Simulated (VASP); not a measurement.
Here is a VASP 6.6.1 calculation.

The input POSCAR:

```
PbSe
1.0
    0.0000000000      2.9753706151      2.9753706151
    2.9753706151      0.0000000000      2.9753706151
    2.9753706151      2.9753706151      0.0000000000
Pb Se
1 1
Direct
    0.0000000000      0.0000000000      0.0000000000
    0.5000000000      0.5000000000      0.5000000000
```

INCAR.step1

```
SYSTEM = PbSe
ALGO     = Normal         ! electronic algorithm
EDIFF    = 1E-5           ! SCF threshold, eV
ENCUT    = 550            ! plane-wave cutoff, eV
GGA      = PE             ! functional
GGA_COMPAT= .False.      
ISMEAR   = 0              ! smearing method
LASPH    = .True.         ! aspherical terms in the spheres
LCHARG   = .False.        ! write CHGCAR
LREAL    = .False.        ! projectors in reciprocal space
LWAVE    = .True.         ! write WAVECAR
NBANDS   = 17             ! bands
NELM     = 120            ! most SCF steps
PREC     = Accurate       ! precision mode
SIGMA    = 0.02           ! smearing width, eV
```

File INCAR.step2:

```
SYSTEM = PbSe
ALGO     = Normal         ! electronic algorithm
BPARAM   = 11.95        
CPARAM   = 0.0093       
EDIFF    = 1E-6           ! SCF threshold, eV
ENCUT    = 550            ! plane-wave cutoff, eV
GGA_COMPAT= .False.      
ISIF     = 2              ! what is computed and relaxed
ISMEAR   = 0              ! smearing method
ISTART   = 1            
IVDW_NL  = 2            
LASPH    = .True.         ! aspherical terms in the spheres
LCHARG   = .False.        ! write CHGCAR
LMIXTAU  = .True.       
LREAL    = .False.        ! projectors in reciprocal space
LUSE_VDW = .True.       
LWAVE    = .False.        ! write WAVECAR
METAGGA  = R2SCAN         ! meta-GGA
NBANDS   = 17             ! bands
NELM     = 120            ! most SCF steps
PREC     = Accurate       ! precision mode
SIGMA    = 0.02           ! smearing width, eV
```

Contents of KPOINTS:

```
k-points
0
Gamma
  10 10 10
  0 0 0
```

Potentials or basis: VASP PAW PBE potentials, release 64 (Pb_d, Se).

Run with:

```bash
$ cat potpaw_PBE.64/Pb_d/POTCAR potpaw_PBE.64/Se/POTCAR > POTCAR
$ cp INCAR.step1 INCAR
$ mpirun -np 1 vasp_std > vasp.out
$ cp INCAR.step2 INCAR
$ mpirun -np 1 vasp_std > vasp.out
```

Q: Predict the pressure.

A: 6.6 GPa.

Q: What does it give for the band gap on the k mesh?

A: 0.20 eV.

Caveat: the cell stands under pressure; the PAW data sets were made with another functional, which shifts forces and pressure a little; spin-orbit coupling is left out, which moves the levels of the heavy elements. A k mesh can miss the band edges.
